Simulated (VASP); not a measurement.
# Al (Im-3m) in VASP: further runs

Aim: see how the results for Al move with the level of theory and the settings. Levels: HSE06, PBE0, PBEsol-based global hybrid with 25 % exact exchange, PBE-based screened hybrid with 25 % exact exchange. Tasks: single point.

Program: VASP 6.6.1. These are calculated values, not measurements. Logs are shortened: lines on timing, memory, paths and dates and some standing lists are left out, and cuts for length are marked.

### Step 1. The cell of the first run

It takes space group Im-3m (No. 229, cubic). The conventional cell has a = 3.245 Å, b = 3.245 Å, c = 3.245 Å, α = 90.00°, β = 90.00°, γ = 90.00°. Al (site symmetry m-3m) has 14 Al at 2.81 to 3.24 Å within 3.7 Å.

This isn't the form of Al at room conditions, which is fcc.

### Step 2. Single point, HSE06

POSCAR reads:

```
Al
1.0
   -1.6224269796      1.6224269796      1.6224269796
    1.6224269796     -1.6224269796      1.6224269796
    1.6224269796      1.6224269796     -1.6224269796
Al
1
Direct
    0.0000000000      0.0000000000      0.0000000000
```

INCAR.step1 reads:

```
SYSTEM = Al
ALGO = Normal ; EDIFF = 1E-5
ENCUT = 520 ; GGA = PE
ISIF = 2 ; ISMEAR = -1
LASPH = .TRUE. ; LCHARG = .FALSE.
LREAL = .FALSE. ; LWAVE = .TRUE.
NBANDS = 8 ; NELM = 80
PREC = Accurate ; SIGMA = 0.05
```

INCAR.step2 reads:

```
SYSTEM = Al
ALGO = Normal ; EDIFF = 1E-7
ENCUT = 520 ; GGA = PE
HFSCREEN = 0.2079 ; ISIF = 2
ISMEAR = -1 ; ISTART = 1
LASPH = .TRUE. ; LCHARG = .FALSE.
LHFCALC = .TRUE. ; LREAL = .FALSE.
LWAVE = .FALSE. ; NBANDS = 8
NELM = 80 ; PREC = Accurate
PRECFOCK = Normal ; SIGMA = 0.05
```

KPOINTS reads:

```
k-points
0
G
  8 8 8
  0 0 0
```

Potentials or basis: VASP PAW PBE potentials, release 64 (Al).

On the command line:

```console
cat potpaw_PBE.64/Al/POTCAR > POTCAR
cp INCAR.step1 INCAR
mpirun -np 1 vasp_std > vasp.out
cp INCAR.step2 INCAR
mpirun -np 1 vasp_std > vasp.out
```

OUTCAR:

```text
SYSTEM = Al
   EDIFF = 1E-7
   ENCUT = 520
   GGA = PE
   HFSCREEN = 0.2079
   ISIF = 2
   ISMEAR = -1
   ISTART = 1
   LASPH = .TRUE.
   LHFCALC = .TRUE.
   LREAL = .FALSE.
   NELM = 80
   PREC = Accurate
   PRECFOCK = Normal

 ion  position               nearest neighbor table
   1  0.000  0.000  0.000-

  LATTYP: Found a body centered cubic cell.
 ALAT       =     3.2448539592

  Lattice vectors:

 A1 = (  -1.6224269796,   1.6224269796,   1.6224269796)
 A2 = (   1.6224269796,  -1.6224269796,   1.6224269796)
 A3 = (   1.6224269796,   1.6224269796,  -1.6224269796)

Analysis of symmetry for initial positions (statically):
=====================================================================
 Subroutine PRICEL returns:
 Original cell was already a primitive cell.

 Routine SETGRP: Setting up the symmetry group for a
 body centered cubic supercell.

 Subroutine GETGRP returns: Found 48 space group operations
 (whereof 48 operations were pure point group operations)
 out of a pool of 48 trial point group operations.

The static configuration has the point symmetry O_h .

Analysis of symmetry for dynamics (positions and initial velocities):
=====================================================================
 Subroutine PRICEL returns:
 Original cell was already a primitive cell.

 Routine SETGRP: Setting up the symmetry group for a
 body centered cubic supercell.

 Subroutine GETGRP returns: Found 48 space group operations
 (whereof 48 operations were pure point group operations)
 out of a pool of 48 trial point group operations.

The dynamic configuration has the point symmetry O_h .

 Subroutine INISYM returns: Found 48 space group operations
 (whereof 48 operations are pure point group operations),
 and found     1 'primitive' translations

----------------------------------------------------------------------------------------

                                     Primitive cell

  volume of cell :      17.0827

  direct lattice vectors                    reciprocal lattice vectors
    -1.622426980  1.622426980  1.622426980     0.000000000  0.308180279  0.308180279
     1.622426980 -1.622426980  1.622426980     0.308180279  0.000000000  0.308180279
     1.622426980  1.622426980 -1.622426980     0.308180279  0.308180279  0.000000000

  length of vectors
[... 89 lines left out ...]
   TEBEG  =    0.0;   TEEND  =   0.0 temperature during run
   PSTRESS=    0.0 pullay stress
   NELECT =       3.0000    total number of electrons
   NUPDOWN=      -1.0000    fix difference up-down
   EMIN   =  10.00;   EMAX   =-10.00  energy-range for DOS
   EFERMI =   0.00;   METHOD = LEGACY
   ISMEAR =    -1;   SIGMA  =   0.05  broadening in eV -4-tet -1-fermi 0-gaus
   EFERMI_NEDOS =   21; number of points for ismear=-14 and -15
   IALGO  =     38    algorithm
   IMIX   =      1    mixing-type and parameters
     AMIX     =   0.40;   BMIX     =  1.00
     AMIX_MAG =   1.60;   BMIX_MAG =  1.00
  volume/ion in A,a.u.               =      17.08       115.28
  Fermi-wavevector in a.u.,A,eV,Ry     =   0.916776  1.732456 11.435411  0.840479
  Thomas-Fermi vector in A             =   2.041670
   LORBIT       =      0    0 simple, 1 ext, 2 COOP (PROOUT), +10 PAW based schemes
   GGA     = PE    functional components
   LHFCALC =     T    Hartree Fock is set to
   PRECFOCK=normal    Normal, Fast or Accurate (Low or Medium for compatibility)
   ENCUT4O =  -1.0   cutoff for four orbital integrals eV
   NKREDX  =     1    reduce k-point grid by
   NKREDY  =     1    reduce k-point grid by
   NKREDZ  =     1    reduce k-point grid by
   AEXX    =    0.2500 exact exchange contribution
   HFSCREEN=    0.2079 screening length (either q_TF or 0.3 A-1)
   HFSCREENC=   0.2079 screening length for correlation (either q_TF or 0.3 A-1)
   ENCUTFOCK=  -1.0 apply spherical cutoff to Coloumb kernel
   IVDW    =     0    specifies the selected vdW correction
   LEPSILON=     F    determine dielectric tensor
   LRPA    =     F    only Hartree local field effects (RPA)
 non-spin polarized calculation
  energy-cutoff  :      520.00
  volume of cell :       17.08
 maximum number of plane-waves:       471
 NGX is ok and might be reduce to    24
  NGX = 16; NGY = 16; NGZ = 16

 number of electron       3.0000000 magnetization

 Free energy of the ion-electron system (eV)
  ---------------------------------------------------
  ext. energy  EPLUGINS =         0.00000000
  ---------------------------------------------------
  free energy    TOTEN  =        -3.95109749 eV

  energy without entropy =       -3.94592405  energy(sigma->0) =       -3.94851077

 E-fermi :   7.7936     XC(G=0):  -8.3197

 val. band max:        7.7059641371   @ k =   0.2500   0.2500   0.1250
 cond. band min:       7.8473617985   @ k =  -0.3750   0.3750   0.1250
 fundamental gap:      0.1413976614
 Fermi energy:         7.7936245656

 k-point     1 :       0.0000    0.0000    0.0000
  band No.  band energies     occupation
      1      -4.7953      2.00000
      2      21.8204      0.00000
      3      21.8204      0.00000
      4      21.8204      0.00000
      5      22.9852      0.00000
      6      22.9852      0.00000
      7      22.9852      0.00000
      8      24.7927      0.00000
[... 243 lines left out ...]
 k-point    24 :      -0.3750    0.3750    0.2500
  band No.  band energies     occupation
      1       1.5810      2.00000
      2       9.1759      0.00000
      3      11.8895      0.00000
      4      14.0686      0.00000
      5      16.7457      0.00000
      6      22.8812      0.00000
      7      25.0351      0.00000
      8      27.9446      0.00000

 [... further k-points ...]

------------------------ aborting loop because EDIFF is reached ----------------------------------------

  FORCE on cell =-STRESS in cart. coord.  units (eV):
  Direction    XX          YY          ZZ          XY          YZ          ZX
  --------------------------------------------------------------------------------------
  -------------------------------------------------------------------------------------
  Total       -0.0859982     -0.0859982     -0.0859982     -0.0000000      0.0000000      0.0000000
  in kB       -8.0657430     -8.0657430     -8.0657430     -0.0000000      0.0000000      0.0000000
  external PRESSURE =      -8.0657430 kB  Pullay stress =       0.0000000 kB

 VOLUME and BASIS-vectors are now :
 -----------------------------------------------------------------------------
  energy-cutoff  :      520.00
  volume of cell :       17.08
      direct lattice vectors                 reciprocal lattice vectors
    -1.622426980  1.622426980  1.622426980     0.000000000  0.308180279  0.308180279
     1.622426980 -1.622426980  1.622426980     0.308180279  0.000000000  0.308180279
     1.622426980  1.622426980 -1.622426980     0.308180279  0.308180279  0.000000000

 POSITION                                       TOTAL-FORCE (eV/Angst)
 -----------------------------------------------------------------------------------
      0.00000      0.00000      0.00000         0.000000     -0.000000     -0.000000
 -----------------------------------------------------------------------------------
    total drift:                                0.000000      0.000022      0.000047

  FREE ENERGIE OF THE ION-ELECTRON SYSTEM (eV)
  ---------------------------------------------------
  free  energy   TOTEN  =        -3.9510974920 eV

  energy  without entropy=       -3.9459240491  energy(sigma->0) =       -3.94851077
```

OSZICAR.step1:

```text
N       E                     dE             d eps       ncg     rms          rms(c)
DAV:   1    -0.243491680353E+01   -0.24349E+01   -0.92066E+02   464   0.209E+02
DAV:   2    -0.363158710243E+01   -0.11967E+01   -0.11621E+01   640   0.179E+01
DAV:   3    -0.363892471708E+01   -0.73376E-02   -0.73253E-02   616   0.155E+00
DAV:   4    -0.363895098875E+01   -0.26272E-04   -0.26271E-04   624   0.803E-02
DAV:   5    -0.363895108188E+01   -0.93127E-07   -0.93061E-07   608   0.452E-03    0.119E+00
DAV:   6    -0.362529459100E+01    0.13656E-01   -0.20402E-03   496   0.205E-01    0.684E-01
DAV:   7    -0.361581600640E+01    0.94786E-02   -0.59976E-03   488   0.330E-01    0.132E-01
DAV:   8    -0.361580908589E+01    0.69205E-05   -0.20951E-05   600   0.315E-02
   1 F= -.36158091E+01 E0= -.36129052E+01  d E =-.580773E-02
```

It took 8.1 min on 1 thread of Intel Xeon 8259CL, shared host; peak memory 0.24 GiB.

What came out:

```
Free energy            : -3.9511 eV
Pressure               : -0.8 GPa
Band gap on the k mesh : zero (an odd number of electrons rules out a gap without spin polarisation)
```

Caveat: the PAW data sets were made with another functional, which shifts forces and pressure a little.

### Step 3. Single point, PBE0

This run uses another cell than the first one, of 16.12 Å³/atom.

POSCAR reads:

```
Al
1.0
   -1.5912186900      1.5912186900      1.5912186900
    1.5912186900     -1.5912186900      1.5912186900
    1.5912186900      1.5912186900     -1.5912186900
Al
1
Direct
    0.0000000000      0.0000000000      0.0000000000
```

INCAR.step1 reads:

```
PREC = Accurate
ENCUT = 520
EDIFF = 1E-5
ISMEAR = -1
SIGMA = 0.05
LREAL = F
LASPH = T
NELM = 60
ALGO = Normal
ISIF = 2
LWAVE = T
LCHARG = F
GGA = PE
NBANDS = 8
```

INCAR.step2 reads:

```
PREC = Accurate
ENCUT = 520
EDIFF = 1E-6
ISMEAR = -1
SIGMA = 0.05
LREAL = F
LASPH = T
NELM = 60
ALGO = Normal
ISIF = 2
LWAVE = F
LCHARG = F
GGA = PE
LHFCALC = T
AEXX = 0.25
PRECFOCK = Normal
ISTART = 1
NBANDS = 8
```

KPOINTS reads:

```
regular mesh
0
Gamma
  6 6 6
```

Potentials or basis: VASP PAW PBE potentials, release 64 (Al).

On the command line:

```console
cat potpaw_PBE.64/Al/POTCAR > POTCAR
cp INCAR.step1 INCAR
mpirun -np 1 vasp_std > vasp.out
cp INCAR.step2 INCAR
mpirun -np 1 vasp_std > vasp.out
```

OUTCAR:

```text
PREC = Accurate
   ENCUT = 520
   EDIFF = 1E-6
   ISMEAR = -1
   LREAL = F
   LASPH = T
   NELM = 60
   ISIF = 2
   GGA = PE
   LHFCALC = T
   AEXX = 0.25
   PRECFOCK = Normal
   ISTART = 1

 ion  position               nearest neighbor table
   1  0.000  0.000  0.000-

  LATTYP: Found a body centered cubic cell.
 ALAT       =     3.1824373800

  Lattice vectors:

 A1 = (  -1.5912186900,   1.5912186900,   1.5912186900)
 A2 = (   1.5912186900,  -1.5912186900,   1.5912186900)
 A3 = (   1.5912186900,   1.5912186900,  -1.5912186900)

Analysis of symmetry for initial positions (statically):
=====================================================================
 Subroutine PRICEL returns:
 Original cell was already a primitive cell.

 Routine SETGRP: Setting up the symmetry group for a
 body centered cubic supercell.

 Subroutine GETGRP returns: Found 48 space group operations
 (whereof 48 operations were pure point group operations)
 out of a pool of 48 trial point group operations.

The static configuration has the point symmetry O_h .

Analysis of symmetry for dynamics (positions and initial velocities):
=====================================================================
 Subroutine PRICEL returns:
 Original cell was already a primitive cell.

 Routine SETGRP: Setting up the symmetry group for a
 body centered cubic supercell.

 Subroutine GETGRP returns: Found 48 space group operations
 (whereof 48 operations were pure point group operations)
 out of a pool of 48 trial point group operations.

The dynamic configuration has the point symmetry O_h .

[... 109 lines left out ...]
  Fermi-wavevector in a.u.,A,eV,Ry     =   0.934757  1.766435 11.888371  0.873771
  Thomas-Fermi vector in A             =   2.061595
   LORBIT       =      0    0 simple, 1 ext, 2 COOP (PROOUT), +10 PAW based schemes
   GGA     = PE    functional components
   LHFCALC =     T    Hartree Fock is set to
   PRECFOCK=normal    Normal, Fast or Accurate (Low or Medium for compatibility)
   ENCUT4O =  -1.0   cutoff for four orbital integrals eV
   NKREDX  =     1    reduce k-point grid by
   NKREDY  =     1    reduce k-point grid by
   NKREDZ  =     1    reduce k-point grid by
   AEXX    =    0.2500 exact exchange contribution
   HFSCREEN=    0.0000 screening length (either q_TF or 0.3 A-1)
   HFSCREENC=   0.0000 screening length for correlation (either q_TF or 0.3 A-1)
   ENCUTFOCK=  -1.0 apply spherical cutoff to Coloumb kernel
   IVDW    =     0    specifies the selected vdW correction
   LEPSILON=     F    determine dielectric tensor
   LRPA    =     F    only Hartree local field effects (RPA)
 non-spin polarized calculation
  energy-cutoff  :      520.00
  volume of cell :       16.12
 maximum number of plane-waves:       466
  NGX = 16; NGY = 16; NGZ = 16

 number of electron       3.0000000 magnetization

 Free energy of the ion-electron system (eV)
  ---------------------------------------------------
  ext. energy  EPLUGINS =         0.00000000
  ---------------------------------------------------
  free energy    TOTEN  =        -4.36671270 eV

  energy without entropy =       -4.36252636  energy(sigma->0) =       -4.36461953

 E-fermi :   8.5090     XC(G=0):  -8.0909

 val. band max:        7.0045974616   @ k =   0.5000   0.5000   0.3333
 cond. band min:       8.6063042695   @ k =  -0.3333   0.5000   0.1667
 fundamental gap:      1.6017068080
 Fermi energy:         8.5090087614

 k-point     1 :       0.0000    0.0000    0.0000
  band No.  band energies     occupation
      1      -5.0877      2.00000
      2      23.2146      0.00000
      3      23.2146      0.00000
      4      23.2146      0.00000
      5      24.8908      0.00000
      6      24.8908      0.00000
      7      24.8908      0.00000
      8      26.2639      0.00000
[... 155 lines left out ...]
 k-point    16 :       0.5000    0.5000    0.5000
  band No.  band energies     occupation
      1      12.2249      0.00000
      2      12.2249      0.00000
      3      12.2249      0.00000
      4      13.2224      0.00000
      5      13.2224      0.00000
      6      16.1992      0.00000
      7      36.1061      0.00000
      8      36.1061      0.00000

------------------------ aborting loop because EDIFF is reached ----------------------------------------

  FORCE on cell =-STRESS in cart. coord.  units (eV):
  Direction    XX          YY          ZZ          XY          YZ          ZX
  --------------------------------------------------------------------------------------
  -------------------------------------------------------------------------------------
  Total        0.3230637      0.3230637      0.3230637      0.0000000      0.0000000     -0.0000000
  in kB       32.1180515     32.1180515     32.1180515      0.0000000      0.0000000     -0.0000000
  external PRESSURE =      32.1180515 kB  Pullay stress =       0.0000000 kB

 VOLUME and BASIS-vectors are now :
 -----------------------------------------------------------------------------
  energy-cutoff  :      520.00
  volume of cell :       16.12
      direct lattice vectors                 reciprocal lattice vectors
    -1.591218690  1.591218690  1.591218690     0.000000000  0.314224565  0.314224565
     1.591218690 -1.591218690  1.591218690     0.314224565  0.000000000  0.314224565
     1.591218690  1.591218690 -1.591218690     0.314224565  0.314224565  0.000000000

 POSITION                                       TOTAL-FORCE (eV/Angst)
 -----------------------------------------------------------------------------------
      0.00000      0.00000      0.00000         0.000000     -0.000000      0.000000
 -----------------------------------------------------------------------------------
    total drift:                               -0.000000     -0.000000     -0.000000

  FREE ENERGIE OF THE ION-ELECTRON SYSTEM (eV)
  ---------------------------------------------------
  free  energy   TOTEN  =        -4.3667126951 eV

  energy  without entropy=       -4.3625263597  energy(sigma->0) =       -4.36461953
```

OSZICAR.step1:

```text
N       E                     dE             d eps       ncg     rms          rms(c)
DAV:   1    -0.242921092016E+01   -0.24292E+01   -0.97411E+02   256   0.218E+02
DAV:   2    -0.371594423127E+01   -0.12867E+01   -0.12867E+01   368   0.192E+01
DAV:   3    -0.372068743806E+01   -0.47432E-02   -0.47432E-02   328   0.125E+00
DAV:   4    -0.372070042312E+01   -0.12985E-04   -0.12985E-04   360   0.643E-02
DAV:   5    -0.372070044495E+01   -0.21828E-07   -0.21874E-07   328   0.211E-03    0.127E+00
DAV:   6    -0.370656396730E+01    0.14136E-01   -0.17488E-03   280   0.189E-01    0.732E-01
DAV:   7    -0.369670961997E+01    0.98543E-02   -0.52359E-03   280   0.307E-01    0.144E-01
DAV:   8    -0.369670410969E+01    0.55103E-05   -0.19012E-05   304   0.298E-02
   1 F= -.36967041E+01 E0= -.36946109E+01  d E =-.418636E-02
```

It took 99 s on 1 thread of AMD EPYC 7R13, shared host; peak memory 0.1 GiB.

Results:

```yaml
Free_energy: -4.3667 eV
Pressure: 3.2 GPa
Band_gap_on_the_k_mesh: zero (an odd number of electrons rules out a gap without spin polarisation)
```

Levels at points of the mesh, in eV from the Fermi level:
| k point | band 1 | band 2 | band 3 | band 4 |
| --- | --- | --- | --- | --- |
| (0.00, 0.00, 0.00) | -13.60 | 14.71 | 14.71 | 14.71 |
| (0.50, 0.00, 0.00) | -5.75 | -5.11 | 9.32 | 9.35 |
| (0.50, 0.50, 0.50) | 3.72 | 3.72 | 3.72 | 4.71 |

Caveat: the k points lie up to 0.47 Å⁻¹ apart, too coarse for converged energies and pressures of a metal; the PAW data sets were made with another functional, which shifts forces and pressure a little.

### Step 4. Single point, PBEsol-based global hybrid with 25 % exact exchange

This run uses another cell than the first one, of 16.12 Å³/atom.

POSCAR is that of step 3.

INCAR.step1 reads:

```
SYSTEM = Al
PREC = Accurate
ENCUT = 520
EDIFF = 1E-5
ISMEAR = -1
SIGMA = 0.05
LREAL = .False.
LASPH = .True.
NELM = 60
ALGO = Normal
ISIF = 2
LWAVE = .True.
LCHARG = .False.
NBANDS = 8
GGA = PE
```

INCAR.step2 reads:

```
SYSTEM = Al
PREC = Accurate
ENCUT = 520
EDIFF = 1E-6
ISMEAR = -1
SIGMA = 0.05
LREAL = .False.
LASPH = .True.
NELM = 60
ALGO = Normal
ISIF = 2
LWAVE = .False.
LCHARG = .False.
GGA = PS
LHFCALC = .True.
AEXX = 0.25
PRECFOCK = Normal
NBANDS = 8
ISTART = 1
```

KPOINTS reads:

```
Automatic mesh
0
Gamma
  6 6 6
  0 0 0
```

On the command line:

```console
cat potpaw_PBE.64/Al/POTCAR > POTCAR
cp INCAR.step1 INCAR
mpirun -np 1 vasp_std > vasp.out
cp INCAR.step2 INCAR
mpirun -np 1 vasp_std > vasp.out
```

Run time: 1.8 min. Hardware: 1 thread of AMD EPYC 7R13, shared host; peak memory 0.1 GiB.

Results (log left out):

| Item | Value |
| --- | --- |
| Free energy | -4.5752 eV |
| Pressure | 2.3 GPa |
| Band gap on the k mesh | zero (an odd number of electrons rules out a gap without spin polarisation) |

Levels at points of the mesh, in eV from the Fermi level:
```tsv
k point	band 1	band 2	band 3	band 4
(0.00, 0.00, 0.00)	-13.59	14.68	14.68	14.68
(0.50, 0.00, 0.00)	-5.75	-5.12	9.30	9.33
(0.50, 0.50, 0.50)	3.71	3.71	3.71	4.71
```

Caveat: the k points lie up to 0.47 Å⁻¹ apart, too coarse for converged energies and pressures of a metal; the PAW data sets were made with another functional, which shifts forces and pressure a little.

(Part 1 of 2 ends here.)

The gap in the log of VASP goes by the Fermi energy; the results here count the filled bands.